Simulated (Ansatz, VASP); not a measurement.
# Two plane-wave programs on Zr

```
Zr
1.0
     2.90525    0.00000    0.00000
     0.00000    2.90525    0.00000
     0.00000    0.00000    2.90525
Zr
1
Cartesian
  0.0000 0.0000 0.0000
```

Alike in both runs: task single point; functional LDA; k mesh 13 × 13 × 13; occupations fermi-dirac, width 0.1 eV; no spin polarisation.

```csv
,VASP,Ansatz
version,VASP 6.6.1,Ansatz 0.2.0
potentials or method,"VASP PAW LDA potentials, release 64 (Zr_sv), cutoff 520 eV","plane waves (420 eV) with PAW, scalar-relativistic"
valence electrons in the cell,12,12
```

|  | VASP | Ansatz | Ansatz less VASP |
| --- | --- | --- | --- |
| pressure (GPa) | -4.7 | -4.8 | -0.06 |

Ansatz warns that its potentials were made for another functional, while VASP's fit it. LDA's correlation is that of Perdew and Zunger in VASP and of Perdew and Wang (1992) in Ansatz.
